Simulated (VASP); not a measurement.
Here is a VASP 6.6.1 calculation.

File INCAR:

```
SYSTEM = HgTe
  PREC = Accurate
  ENCUT = 600
  EDIFF = 1E-6
  ISMEAR = -1
  SIGMA = 0.05
  LREAL = .False.
  LASPH = .True.
  NELM = 100
  ALGO = Normal
  ISIF = 3
  LWAVE = .False.
  LCHARG = .False.
  GGA = PS
  IVDW = 13
  IBRION = 2
  NSW = 60
  EDIFFG = -0.01
```

File KPOINTS:

```
regular mesh
0
Gamma
  6 6 5
  0 0 0
```

Contents of POSCAR:

```
HgTe
1.0
    2.9925180000     -3.4669290000      0.0000000000
    2.9925180000      3.4669290000      0.0000000000
    0.0000000000      0.0000000000      5.7981570000
Hg Te
2 2
Direct
    0.6569500000      0.3430500000      0.2500000000
    0.3430500000      0.6569500000      0.7500000000
    0.2151910000      0.7848090000      0.2500000000
    0.7848090000      0.2151910000      0.7500000000
```

Potentials or basis: VASP PAW PBE potentials, release 64 (Hg, Te).

Launch:

```bash
$ cat potpaw_PBE.64/Hg/POTCAR potpaw_PBE.64/Te/POTCAR > POTCAR
$ mpirun -np 1 vasp_std > vasp.out
```

Problem. Estimate the band gap on the k mesh.

Solution. Zero (band 18 reaches 5.46 eV, above the bottom of band 19 at 2.58 eV).

Problem. Predict the dispersion energy per atom.

Solution. -0.286 eV.

Final structure:
```
Hg Te
1.0
     2.95741   -2.95787    0.00000
     2.95741    2.95787    0.00000
     0.00000    0.00000    6.03822
Hg Te
2 2
Direct
  0.75031 0.24968 0.25000
  0.24968 0.75031 0.75000
  0.25025 0.74975 0.25000
  0.74975 0.25025 0.75000
```

Caveat: spin-orbit coupling is left out, which moves the levels of the heavy elements.
